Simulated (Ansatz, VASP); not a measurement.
Two plane-wave programs on CrGe4Mo

INCAR

```
ALGO     = Normal         # electronic algorithm
EDIFF    = 1E-7           # SCF threshold, eV
ENCUT    = 520            # plane-wave cutoff, eV
GGA      = PE             # functional
ISIF     = 2              # what is computed and relaxed
ISMEAR   = 0              # smearing method
LASPH    = True           # aspherical terms in the spheres
LCHARG   = False          # write CHGCAR
LREAL    = False          # projectors in reciprocal space
LWAVE    = False          # write WAVECAR
NBANDS   = 50             # bands
NELM     = 100            # most SCF steps
PREC     = Accurate       # precision mode
SIGMA    = 0.1            # smearing width, eV
```

KPOINTS

```
k-points
0
Gamma
  6 6 2
```

Contents of POSCAR:

```
CrGe4Mo
1.0
    3.2902351000      0.0000000000      0.0000000000
    0.0000000000      3.2902351000      0.0000000000
    0.0000000000      0.0000000000      8.1700603000
Cr Ge Mo
1 4 1
Direct
    0.0000000000      0.0000000000      0.0000000000
    0.0000000000      0.0000000000      0.6661190000
    0.5000000000      0.5000000000      0.1562800000
    0.0000000000      0.0000000000      0.3338810000
    0.5000000000      0.5000000000      0.8437200000
    0.5000000000      0.5000000000      0.5000000000
```

Input for Ansatz:

```yaml
crystal:
  lattice:
    - [3.2902351, 0.0, 0.0]
    - [0.0, 3.2902351, 0.0]
    - [0.0, 0.0, 8.1700603]
  atoms:
    - { symbol: Cr, position: [0.0, 0.0, 0.0] }
    - { symbol: Ge, position: [0.0, 0.0, 0.666119] }
    - { symbol: Ge, position: [0.5, 0.5, 0.15628] }
    - { symbol: Ge, position: [0.0, 0.0, 0.333881] }
    - { symbol: Ge, position: [0.5, 0.5, 0.84372] }
    - { symbol: Mo, position: [0.5, 0.5, 0.5] }
basis:
  ecutwfc: 420
kpoints:
  mp_grid: { grid: [6, 6, 2] }
hamiltonian:
  xc: pbe
scf:
  occupations: { method: gaussian, width: 0.1 }
  lower_state_search: "off"
output:
  forces: true
  stress: true
  eigenvalues: true
```

Alike in both runs: task single point; functional PBE; k mesh 6 × 6 × 2; occupations gaussian, width 0.1 eV; no spin polarisation.

|  | VASP | Ansatz |
| --- | --- | --- |
| version | VASP 6.6.1 | Ansatz 0.2.0 |
| potentials or method | VASP PAW PBE potentials, release 64 (Cr_pv, Ge_d, Mo_sv), cutoff 520 eV | scalar-relativistic, plane waves, PAW |
| valence electrons in the cell | 82 | 84 |

```csv
,VASP,Ansatz,Ansatz less VASP
gap on the k mesh at the Fermi level (eV),none,none,-
pressure (GPa),0.3,0.1,-0.20
"traceless stress, the component that is largest in VASP (GPa)",0.42,0.41,-0.015
rms of the force components (eV/Å),0.014,0.013,-0.0010
```

Atom by atom the forces differ by 0.005 eV/Å (rms over components). A gap of «none» marks a metal or a gap that the smearing closes. VASP's potentials hold 82 valence electrons a cell and Ansatz's 84, so a difference there can come from the potentials and not from the codes.

The k mesh is coarse, so the values compare programs but aren't converged.
